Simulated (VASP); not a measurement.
# LaSc2As4 in VASP: notebook, part 2 of 2

VASP 6.6.1.

## 3. Single point, PBE

This run uses another cell than the first one, of 21.93 Å³/atom, 1.009 times its volume.

Contents of INCAR:

```
SYSTEM = LaSc2As4
PREC     = Accurate       ! precision mode
ENCUT    = 520            ! plane-wave cutoff, eV
EDIFF    = 1E-6           ! SCF threshold, eV
ISMEAR   = 0              ! smearing method
SIGMA    = 0.1            ! smearing width, eV
LREAL    = .FALSE.        ! projectors in reciprocal space
LASPH    = .TRUE.         ! aspherical terms in the spheres
NELM     = 100            ! most SCF steps
ALGO     = Normal         ! electronic algorithm
ISIF     = 2              ! what is computed and relaxed
LWAVE    = .FALSE.        ! write WAVECAR
LCHARG   = .FALSE.        ! write CHGCAR
GGA      = PE             ! functional
NBANDS   = 36             ! bands
```

Contents of KPOINTS:

```
regular mesh
0
G
  4 4 4
  0 0 0
```

Contents of POSCAR:

```
LaSc2As4
1.0
    6.3180775222      0.0000000000      0.0000000000
    0.0000000000      6.3180775222      0.0000000000
    0.0000000000      0.0000000000      3.8464497675
La Sc As
1 2 4
Direct
    0.0000000000      0.0000000000      0.5000000000
    0.0000000000      0.5000000000      0.5000000000
    0.5000000000      0.0000000000      0.5000000000
    0.2773940359      0.7226059641      0.0000000000
    0.7226059641      0.2773940359      0.0000000000
    0.2773940359      0.2773940359      0.0000000000
    0.7226059641      0.7226059641      0.0000000000
```

Potentials or basis: VASP PAW PBE potentials, release 64 (La, Sc_sv, As).

Launch:

```sh
cat potpaw_PBE.64/La/POTCAR potpaw_PBE.64/Sc_sv/POTCAR potpaw_PBE.64/As/POTCAR > POTCAR
mpirun -np 1 vasp_std > vasp.out
```

OUTCAR:

```text
SYSTEM = LaSc2As4
   PREC = Accurate
   ENCUT = 520
   EDIFF = 1E-6
   ISMEAR = 0
   LREAL = .FALSE.
   LASPH = .TRUE.
   NELM = 100
   ISIF = 2
   GGA = PE

 ion  position               nearest neighbor table
   1  0.000  0.000  0.500-   4 3.14   5 3.14   6 3.14   7 3.14   4 3.14   5 3.14   6 3.14   7 3.14
                             2 3.16   3 3.16   2 3.16   3 3.16
   2  0.000  0.500  0.500-   4 2.96   5 2.96   6 2.96   7 2.96   4 2.96   5 2.96   6 2.96   7 2.96
                             1 3.16   1 3.16
   3  0.500  0.000  0.500-   4 2.96   5 2.96   6 2.96   7 2.96   4 2.96   5 2.96   6 2.96   7 2.96
                             1 3.16   1 3.16
   4  0.277  0.723  0.000-   6 2.81   7 2.81   2 2.96   3 2.96   2 2.96   3 2.96   1 3.14   1 3.14

   5  0.723  0.277  0.000-   6 2.81   7 2.81   2 2.96   3 2.96   2 2.96   3 2.96   1 3.14   1 3.14

   6  0.277  0.277  0.000-   4 2.81   5 2.81   2 2.96   3 2.96   2 2.96   3 2.96   1 3.14   1 3.14

   7  0.723  0.723  0.000-   4 2.81   5 2.81   2 2.96   3 2.96   2 2.96   3 2.96   1 3.14   1 3.14

  LATTYP: Found a simple tetragonal cell.
 ALAT       =     6.3180775222
 C/A-ratio  =     0.6088006603

  Lattice vectors:

 A1 = (   6.3180775222,   0.0000000000,   0.0000000000)
[... 186 lines left out ...]
 Fermi energy:         6.3864256761

 k-point     1 :       0.0000    0.0000    0.0000
  band No.  band energies     occupation
      1     -43.7361      2.00000
      2     -43.7355      2.00000
      3     -25.8744      2.00000
      4     -22.4147      2.00000
      5     -22.4147      2.00000
      6     -22.3774      2.00000
[... 691 lines left out ...]
     35       8.3718      0.00000
     36       8.6612      0.00000

------------------------ aborting loop because EDIFF is reached ----------------------------------------

  FORCE on cell =-STRESS in cart. coord.  units (eV):
  Direction    XX          YY          ZZ          XY          YZ          ZX
  --------------------------------------------------------------------------------------
  -------------------------------------------------------------------------------------
  Total        0.2669758      0.2669758      0.0709404      0.0000000      0.0000000      0.0000000
  in kB        2.7858161      2.7858161      0.7402431      0.0000000      0.0000000      0.0000000
  external PRESSURE =       2.1039584 kB  Pullay stress =       0.0000000 kB

 VOLUME and BASIS-vectors are now :
 -----------------------------------------------------------------------------
  energy-cutoff  :      520.00
  volume of cell :      153.54
      direct lattice vectors                 reciprocal lattice vectors
     6.318077522  0.000000000  0.000000000     0.158275994  0.000000000  0.000000000
     0.000000000  6.318077522  0.000000000     0.000000000  0.158275994  0.000000000
     0.000000000  0.000000000  3.846449767     0.000000000  0.000000000  0.259979997

 POSITION                                       TOTAL-FORCE (eV/Angst)
 -----------------------------------------------------------------------------------
      0.00000      0.00000      1.92322         0.000000      0.000000      0.000000
      0.00000      3.15904      1.92322         0.000000      0.000000      0.000000
      3.15904      0.00000      1.92322         0.000000      0.000000      0.000000
      1.75260      4.56548      0.00000        -0.007879      0.007879     -0.000000
      4.56548      1.75260      0.00000         0.007879     -0.007879      0.000000
      1.75260      1.75260      0.00000        -0.007879     -0.007879      0.000000
      4.56548      4.56548      0.00000         0.007879      0.007879      0.000000
 -----------------------------------------------------------------------------------
    total drift:                                0.000000      0.000000     -0.000000

  FREE ENERGIE OF THE ION-ELECTRON SYSTEM (eV)
  ---------------------------------------------------
  free  energy   TOTEN  =       -41.0749018422 eV

  energy  without entropy=      -41.0529156761  energy(sigma->0) =      -41.06390876
```

OSZICAR:

```text
N       E                     dE             d eps       ncg     rms          rms(c)
DAV:   1     0.728628007443E+03    0.72863E+03   -0.21323E+04  1320   0.173E+03
DAV:   2     0.791469348171E+02   -0.64948E+03   -0.62639E+03  1712   0.523E+02
DAV:   3    -0.342352266841E+02   -0.11338E+03   -0.10803E+03  2132   0.239E+02
DAV:   4    -0.450442694921E+02   -0.10809E+02   -0.10076E+02  2244   0.606E+01
DAV:   5    -0.459633905072E+02   -0.91912E+00   -0.89618E+00  2404   0.166E+01    0.114E+01
DAV:   6    -0.409058049306E+02    0.50576E+01   -0.27572E+01  2056   0.364E+01    0.399E+00
DAV:   7    -0.411905598337E+02   -0.28475E+00   -0.45641E+00  2244   0.162E+01    0.285E+00
DAV:   8    -0.410914541546E+02    0.99106E-01   -0.11068E+00  2096   0.588E+00    0.122E+00
DAV:   9    -0.410995542438E+02   -0.81001E-02   -0.14224E-01  2296   0.254E+00    0.663E-01
DAV:  10    -0.410743586056E+02    0.25196E-01   -0.10414E-01  2000   0.205E+00    0.240E-01
DAV:  11    -0.410758682560E+02   -0.15097E-02   -0.33558E-02  2348   0.112E+00    0.164E-01
DAV:  12    -0.410749621314E+02    0.90612E-03   -0.59633E-03  2160   0.518E-01    0.612E-02
DAV:  13    -0.410750211854E+02   -0.59054E-04   -0.16999E-03  2096   0.296E-01    0.729E-02
DAV:  14    -0.410748980930E+02    0.12309E-03   -0.67996E-04  2108   0.188E-01    0.611E-03
DAV:  15    -0.410749024943E+02   -0.44012E-05   -0.57722E-05  2416   0.492E-02    0.731E-03
DAV:  16    -0.410749013201E+02    0.11742E-05   -0.70675E-06  1664   0.190E-02    0.252E-03
DAV:  17    -0.410749018422E+02   -0.52212E-06   -0.20802E-06  1456   0.104E-02
   1 F= -.41074902E+02 E0= -.41063909E+02  d E =-.219862E-01
```

It took 1.9 min on 1 thread of Intel Xeon Platinum 8375C at 2.90GHz (Ice Lake), shared host; peak memory 0.31 GiB.

Results:

```
Free energy   : -41.0749 eV
Pressure      : 0.2 GPa
Largest force : 0.011 eV/Å
```

Forces on the atoms (eV/Å):
```
La   0.000  0.000  0.000
Sc   0.000  0.000  0.000
Sc   0.000  0.000  0.000
As  -0.008  0.008  0.000
As   0.008 -0.008  0.000
As  -0.008 -0.008  0.000
As   0.008  0.008  0.000
```

Levels at points of the mesh, in eV from the Fermi level:
```
           k point  band 23  band 24  band 25  band 26  band 27  band 28  band 29  band 30
(0.00, 0.00, 0.00)    -1.53    -0.96    -0.71    -0.10     0.39     0.72     0.89     0.89
(0.50, 0.00, 0.00)    -1.26    -1.15    -1.12    -0.75    -0.64     0.58     0.78     1.14
(0.50, 0.50, 0.00)    -1.66    -1.66    -1.42    -1.10    -1.10    -1.05     0.90     0.90
(0.00, 0.00, 0.50)    -2.74    -2.74    -1.02    -0.20     0.53     0.53     1.39     1.43
(0.50, 0.00, 0.50)    -2.26    -1.77    -1.22    -0.98    -0.23     0.99     1.07     1.24
(0.50, 0.50, 0.50)    -2.42    -2.20    -2.20    -1.29    -1.29     0.79     0.99     0.99
```

Caveat: the k points lie up to 0.41 Å⁻¹ apart; spin-orbit coupling is left out, which moves the levels of the heavy elements.
